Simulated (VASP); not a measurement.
# CO2 (I-42d) in VASP: notebook

CO2 is run at these levels: PBE+D3(BJ); tasks: single point.

Everything below comes from runs of VASP 6.6.1. Logs are shortened: lines on timing, memory, paths and dates and some standing lists are left out, and cuts for length are marked.

## (1) The cell of the first run

It takes space group I-42d (No. 122, tetragonal). Conventional cell: a = 3.589 Å, b = 3.589 Å, c = 5.930 Å, α = 90.00°, β = 90.00°, γ = 90.00°. Within 1.8 Å of C (site symmetry -4) lie 4 O at 1.37 Å. O (site symmetry 2) has 2 C at 1.37 Å within 1.8 Å.

## (2) Single point, PBE+D3(BJ)

File INCAR:

```
SYSTEM = CO2
  ALGO = Normal
  EDIFF = 1E-6
  ENCUT = 600
  GGA = PE
  GGA_COMPAT = .False.
  ISIF = 2
  ISMEAR = 0
  IVDW = 12
  LASPH = .True.
  LCHARG = .False.
  LREAL = .False.
  LWAVE = .False.
  NBANDS = 25
  NELM = 120
  PREC = Accurate
  SIGMA = 0.01
```

File KPOINTS:

```
k-points
0
Gamma
  8 8 8
  0 0 0
```

File POSCAR:

```
CO2
1.0
   -1.7944337952      1.7944337952      2.9649924896
    1.7944337952     -1.7944337952      2.9649924896
    1.7944337952      1.7944337952     -2.9649924896
C O
2 4
Direct
    0.0000000000      0.0000000000      0.0000000000
    0.7500000000      0.2500000000      0.5000000000
    0.3750000000      0.3244952793      0.4494952793
    0.6755047207      0.1250000000      1.0505047207
    0.8750000000      0.9255047207      0.5505047207
    0.0744952793      0.6250000000     -0.0505047207
```

Potentials or basis: VASP PAW PBE potentials, release 64 (C, O).

The run is started by

```console
$ cat potpaw_PBE.64/C/POTCAR potpaw_PBE.64/O/POTCAR > POTCAR
$ mpirun -np 1 vasp_std > vasp.out
```

OUTCAR:

```text
SYSTEM = CO2
   EDIFF = 1E-6
   ENCUT = 600
   GGA = PE
   ISIF = 2
   ISMEAR = 0
   IVDW = 12
   LASPH = .True.
   LREAL = .False.
   NELM = 120
   PREC = Accurate
 IVDW          = 12

 ion  position               nearest neighbor table
   1  0.000  0.000  0.000-   4 1.37   5 1.37   6 1.37   3 1.37
   2  0.750  0.250  0.500-   3 1.37   4 1.37   5 1.37   6 1.37
   3  0.375  0.324  0.449-   2 1.37   1 1.37
   4  0.676  0.125  0.051-   1 1.37   2 1.37
   5  0.875  0.926  0.551-   1 1.37   2 1.37
   6  0.074  0.625  0.949-   1 1.37   2 1.37

  LATTYP: Found a body centered tetragonal cell.
 ALAT       =     3.5888675904
 C/A-ratio  =     1.6523276019

  Lattice vectors:

 A1 = (  -1.7944337952,   1.7944337952,   2.9649924896)
 A2 = (   1.7944337952,  -1.7944337952,   2.9649924896)
 A3 = (   1.7944337952,   1.7944337952,  -2.9649924896)

Analysis of symmetry for initial positions (statically):
=====================================================================
 Subroutine PRICEL returns:
 Original cell was already a primitive cell.

 Routine SETGRP: Setting up the symmetry group for a
 body centered tetragonal supercell.

 Subroutine GETGRP returns: Found  8 space group operations
 (whereof  4 operations were pure point group operations)
 out of a pool of 16 trial point group operations.

The static configuration has the point symmetry S_4 .
 The point group associated with its full space group is D_2d.

Analysis of symmetry for dynamics (positions and initial velocities):
=====================================================================
 Subroutine PRICEL returns:
 Original cell was already a primitive cell.

 Routine SETGRP: Setting up the symmetry group for a
 body centered tetragonal supercell.

 Subroutine GETGRP returns: Found  8 space group operations
 (whereof  4 operations were pure point group operations)
 out of a pool of 16 trial point group operations.

The dynamic configuration has the point symmetry S_4 .
 The point group associated with its full space group is D_2d.

 Subroutine INISYM returns: Found  8 space group operations
 (whereof  4 operations are pure point group operations),
 and found     1 'primitive' translations

----------------------------------------------------------------------------------------

                                     Primitive cell

  volume of cell :      38.1890

  direct lattice vectors                    reciprocal lattice vectors
    -1.794433795  1.794433795  2.964992490     0.000000000  0.278639425  0.168634491
     1.794433795 -1.794433795  2.964992490     0.278639425  0.000000000  0.168634491
     1.794433795  1.794433795 -2.964992490     0.278639425  0.278639425  0.000000000

  length of vectors
     3.902712615  3.902712615  3.902712615     0.325695441  0.325695441  0.394055653

  position of ions in fractional coordinates (direct lattice)
     0.000000000  0.000000000  0.000000000
     0.750000000  0.250000000  0.500000000
     0.375000000  0.324495279  0.449495279
     0.675504721  0.125000000  0.050504721
     0.875000000  0.925504721  0.550504721
     0.074495279  0.625000000  0.949495279

  ion indices of the primitive-cell ions
   primitive index   ion index
                 1           1
                 2           2
                 3           3
                 4           4
                 5           5
                 6           6

----------------------------------------------------------------------------------------

 KPOINTS: k-points

Automatic generation of k-mesh.
 Grid dimensions read from file:
 generate k-points for:    8    8    8

 Generating k-lattice:

  Cartesian coordinates                     Fractional coordinates (reciprocal lattice)
     0.000000000  0.034829928  0.021079311     0.125000000  0.000000000 -0.000000000
     0.034829928  0.000000000  0.021079311     0.000000000  0.125000000 -0.000000000
     0.034829928  0.034829928  0.000000000     0.000000000  0.000000000  0.125000000

  Length of vectors
     0.040711930  0.040711930  0.049256957

  Shift w.r.t. Gamma in fractional coordinates (k-lattice)
     0.000000000  0.000000000  0.000000000

 Subroutine IBZKPT returns following result:
 ===========================================

 Found     59 irreducible k-points:

 Following reciprocal coordinates:
            Coordinates               Weight
  0.000000  0.000000  0.000000      1.000000
  0.125000 -0.000000  0.000000      8.000000
  0.250000 -0.000000  0.000000      8.000000
  0.375000 -0.000000  0.000000      8.000000
  0.500000 -0.000000  0.000000      4.000000
  0.125000  0.125000  0.000000      8.000000
[... 16 lines left out ...]
  0.250000  0.125000  0.125000     16.000000
  0.375000  0.125000  0.125000      8.000000
 [... further k-points ...]
   k-points           NKPTS =     59   k-points in BZ     NKDIM =     59   number of bands    NBANDS=     25
   number of dos      NEDOS =    301   number of ions     NIONS =      6
   total plane-waves  NPLWV =  32768
   dimension x,y,z NGX =    32 NGY =   32 NGZ =   32
   dimension x,y,z NGXF=    64 NGYF=   64 NGZF=   64
   ions per type =               2   4
   NGX,Y,Z   is equivalent  to a cutoff of  13.63, 13.63, 13.63 a.u.
   NGXF,Y,Z  is equivalent  to a cutoff of  27.26, 27.26, 27.26 a.u.
 SYSTEM =  CO2
   PREC   = accura    normal or accurate (medium, high low for compatibility)
   ISTART =      0    job   : 0-new  1-cont  2-samecut
   ICHARG =      2    charge: 1-file 2-atom 10-const
   ISPIN  =      1    spin polarized calculation?
   LNONCOLLINEAR =      F non collinear calculations
   LSORBIT =      F    spin-orbit coupling
   LASPH  =      T    aspherical Exc in radial PAW
   ENCUT  =  600.0 eV  44.10 Ry    6.64 a.u.   7.79  7.79  7.79*2*pi/ulx,y,z
   NELM   =    120;   NELMIN=  2; NELMDL= -5     # of ELM steps
   EDIFF  = 0.1E-05   stopping-criterion for ELM
   LREAL  =      F    real-space projection
   EDIFFG = 0.1E-04   stopping-criterion for IOM
   NSW    =      0    number of steps for IOM
   IBRION =     -1    ionic relax: 0-MD 1-quasi-New 2-CG
   NFREE  =      0    steps in history (QN), initial steepest desc. (CG)
   ISIF   =      2    stress and relaxation
   ISYM   =      2    0-nonsym 1-usesym 2-fastsym
   POTIM  = 0.5000    time-step for ionic-motion
   TEBEG  =    0.0;   TEEND  =   0.0 temperature during run
   PSTRESS=    0.0 pullay stress
   NELECT =      32.0000    total number of electrons
   NUPDOWN=      -1.0000    fix difference up-down
   EMIN   =  10.00;   EMAX   =-10.00  energy-range for DOS
   EFERMI =   0.00;   METHOD = LEGACY
   ISMEAR =     0;   SIGMA  =   0.01  broadening in eV -4-tet -1-fermi 0-gaus
   EFERMI_NEDOS =   21; number of points for ismear=-14 and -15
   IALGO  =     38    algorithm
   IMIX   =      4    mixing-type and parameters
     AMIX     =   0.40;   BMIX     =  1.00
     AMIX_MAG =   1.60;   BMIX_MAG =  1.00
  volume/ion in A,a.u.               =       6.36        42.95
  Fermi-wavevector in a.u.,A,eV,Ry     =   1.543401  2.916604 32.410240  2.382085
  Thomas-Fermi vector in A             =   2.649069
   LORBIT       =      0    0 simple, 1 ext, 2 COOP (PROOUT), +10 PAW based schemes
   GGA     = PE    functional components
   LHFCALC =     F    Hartree Fock is set to
   AEXX    =    0.0000 exact exchange contribution
   IVDW    =    12    specifies the selected vdW correction
   LEPSILON=     F    determine dielectric tensor
   LRPA    =     F    only Hartree local field effects (RPA)
 non-spin polarized calculation
 Gauss-broadening in eV      SIGMA  =   0.01
  energy-cutoff  :      600.00
  volume of cell :       38.19
 maximum number of plane-waves:      1286
   NGX = 15   NGY = 15   NGZ = 15

 number of electron      32.0000000 magnetization

 Free energy of the ion-electron system (eV)
  ---------------------------------------------------
  ext. energy  EPLUGINS =         0.00000000
  ---------------------------------------------------
  free energy    TOTEN  =       -42.39417758 eV

  energy without entropy =      -42.39417758  energy(sigma->0) =      -42.39417758

 E-fermi :   4.7837     XC(G=0): -12.3874

 val. band max:        4.7034410687   @ k =  -0.3750   0.3750   0.3750
 cond. band min:      12.2454454135   @ k =   0.0000   0.0000   0.0000
 fundamental gap:      7.5420043449
 Fermi energy:         4.7837166566

 k-point     1 :       0.0000    0.0000    0.0000
  band No.  band energies     occupation
      1     -20.8331      2.00000
      2     -14.7889      2.00000
      3     -14.7889      2.00000
      4     -14.2371      2.00000
      5     -10.0191      2.00000
      6      -5.5644      2.00000
[... 17 lines left out ...]
     24      20.0006      0.00000
     25      20.6625      0.00000

 k-point     2 :       0.1250   -0.0000    0.0000
  band No.  band energies     occupation
      1     -20.7042      2.00000
      2     -15.0704      2.00000
      3     -14.8438      2.00000
      4     -14.3731      2.00000
      5      -9.7059      2.00000
      6      -5.5925      2.00000
[... 17 lines left out ...]
     24      20.1729      0.00000
     25      21.0070      0.00000

 k-point     3 :       0.2500   -0.0000    0.0000
  band No.  band energies     occupation
      1     -20.3385      2.00000
      2     -15.8840      2.00000
      3     -14.9391      2.00000
      4     -14.5398      2.00000
      5      -9.0950      2.00000
      6      -5.6265      2.00000
[... 552 lines left out ...]
 k-point    23 :       0.2500    0.1250    0.1250
  band No.  band energies     occupation
      1     -19.4906      2.00000
      2     -17.0221      2.00000
      3     -15.2451      2.00000
      4     -14.8373      2.00000
      5      -8.3112      2.00000
      6      -6.2620      2.00000
[... 17 lines left out ...]
     24      19.8993      0.00000
     25      22.0738      0.00000

 k-point    24 :       0.3750    0.1250    0.1250
  band No.  band energies     occupation
      1     -19.1725      2.00000
      2     -17.4303      2.00000
      3     -15.2663      2.00000
      4     -14.9170      2.00000
      5      -8.1496      2.00000
      6      -6.1511      2.00000
[... 17 lines left out ...]
     24      19.6400      0.00000
     25      22.5463      0.00000

 [... further k-points ...]

------------------------ aborting loop because EDIFF is reached ----------------------------------------

 Edisp (eV)   -0.75175

 E8    (eV) :    -0.1934

  FORCE on cell =-STRESS in cart. coord.  units (eV):
  Direction    XX          YY          ZZ          XY          YZ          ZX
  --------------------------------------------------------------------------------------
  -------------------------------------------------------------------------------------
  Total       9.56840     9.56840     9.55370     0.00000     0.00000     0.00000
  in kB     401.43149   401.43149   400.81462     0.00000     0.00000     0.00000
  external pressure =      401.23 kB  Pullay stress =        0.00 kB

 VOLUME and BASIS-vectors are now :
 -----------------------------------------------------------------------------
  energy-cutoff  :      600.00
  volume of cell :       38.19
      direct lattice vectors                 reciprocal lattice vectors
    -1.794433795  1.794433795  2.964992490     0.000000000  0.278639425  0.168634491
     1.794433795 -1.794433795  2.964992490     0.278639425  0.000000000  0.168634491
     1.794433795  1.794433795 -2.964992490     0.278639425  0.278639425  0.000000000

 POSITION                                       TOTAL-FORCE (eV/Angst)
 -----------------------------------------------------------------------------------
      0.00000      0.00000      0.00000        -0.000000      0.000000      0.000000
     -0.00000      1.79443      1.48250        -0.000000      0.000000      0.000000
      0.71596      0.89722      0.74125         0.115726      0.000000      0.000000
     -0.89722      1.07847      2.22374        -0.000000     -0.115726     -0.000000
      1.07847      0.89722      3.70624        -0.115726      0.000000     -0.000000
      2.69165      0.71596     -0.74125         0.000000      0.115726      0.000000
 -----------------------------------------------------------------------------------
    total drift:                               -0.000002     -0.000002     -0.000002

  FREE ENERGIE OF THE ION-ELECTRON SYSTEM (eV)
  ---------------------------------------------------
  free  energy   TOTEN  =       -43.1459275331 eV

  energy  without entropy=      -43.1459275331  energy(sigma->0) =      -43.14592753
```

It took 77 s on 1 thread of AMD EPYC 9R45 (Zen 5), shared host; peak memory 0.16 GiB.

Results:

* Free energy: -43.1459 eV
* Pressure: 40.1 GPa
* Largest force: 0.116 eV/Å
* Band gap on the k mesh: 7.54 eV (least direct gap 7.78 eV)
* Dispersion energy per atom: -0.125 eV

Forces in eV/Å, atoms in the order of the input:
```
C    0.000  0.000  0.000
C    0.000  0.000  0.000
O    0.116  0.000  0.000
O    0.000 -0.116  0.000
O   -0.116  0.000  0.000
O    0.000  0.116  0.000
```

Caveat: the cell stands under pressure.

## (3) Single point, PBE+D3(BJ)

This run uses another cell than the first one, of 6.72 Å³/atom.

File INCAR:

```
SYSTEM = CO2
PREC = Accurate
ENCUT = 600
EDIFF = 1E-6
ISMEAR = 0
SIGMA = 0.01
LREAL = .FALSE.
LASPH = .TRUE.
NELM = 120
ALGO = Normal
ISIF = 2
LWAVE = .FALSE.
LCHARG = .FALSE.
GGA = PE
IVDW = 12
NBANDS = 25
GGA_COMPAT = .FALSE.
```

File KPOINTS:

```
regular mesh
0
G
  8 8 8
  0 0 0
```

File POSCAR:

```
CO2
1.0
   -1.8454693674      1.8454693674      2.9602255476
    1.8454693674     -1.8454693674      2.9602255476
    1.8454693674      1.8454693674     -2.9602255476
C O
2 4
Direct
    0.0000000000      0.0000000000      0.0000000000
    0.7500000000      0.2500000000      0.5000000000
    0.3750000000      0.3152782137      0.4402782137
    0.6847217863      0.1250000000      1.0597217863
    0.8750000000      0.9347217863      0.5597217863
    0.0652782137      0.6250000000     -0.0597217863
```

Potentials or basis: VASP PAW PBE potentials, release 64 (C, O).

The run is started by

```console
$ cat potpaw_PBE.64/C/POTCAR potpaw_PBE.64/O/POTCAR > POTCAR
$ mpirun -np 1 vasp_std > vasp.out
```

It took 71 s on 1 thread of AMD EPYC 9R45 (Zen 5), shared host; peak memory 0.16 GiB.

It converged, with:

- Free energy: -43.5870 eV
- Pressure: 26.3 GPa
- Largest force: 0.105 eV/Å
- Band gap on the k mesh: 7.65 eV (least direct gap 7.92 eV)
- Dispersion energy per atom: -0.118 eV

Forces in eV/Å, atoms in the order of the input:
```
C    0.000  0.000  0.000
C    0.000  0.000  0.000
O    0.105  0.000  0.000
O    0.000 -0.105  0.000
O   -0.105  0.000  0.000
O    0.000  0.105  0.000
```

Stress tensor (GPa, compression positive):
```
26.38  0.00  0.00
 0.00 26.38  0.00
 0.00  0.00 26.24
```

Levels at points of the mesh, in eV from the valence-band top:
```tsv
k point	band 12	band 13	band 14	band 15	band 16	band 17	band 18	band 19	band 20	band 21
(0.00, 0.00, 0.00)	-1.76	-1.76	-0.64	-0.64	-0.27	7.65	10.12	10.12	10.53	12.31
(0.50, 0.00, 0.00)	-2.94	-1.79	-1.52	-0.41	-0.04	8.89	10.27	10.71	10.81	12.78
(0.50, 0.50, 0.00)	-2.78	-0.72	-0.72	-0.48	-0.48	9.77	9.77	10.60	10.60	11.90
(0.50, 0.50, 0.50)	-3.07	-2.98	-2.98	-0.15	-0.15	8.85	8.85	11.19	11.19	11.94
```

Caveat: the cell stands under pressure. A k mesh can miss the band edges.
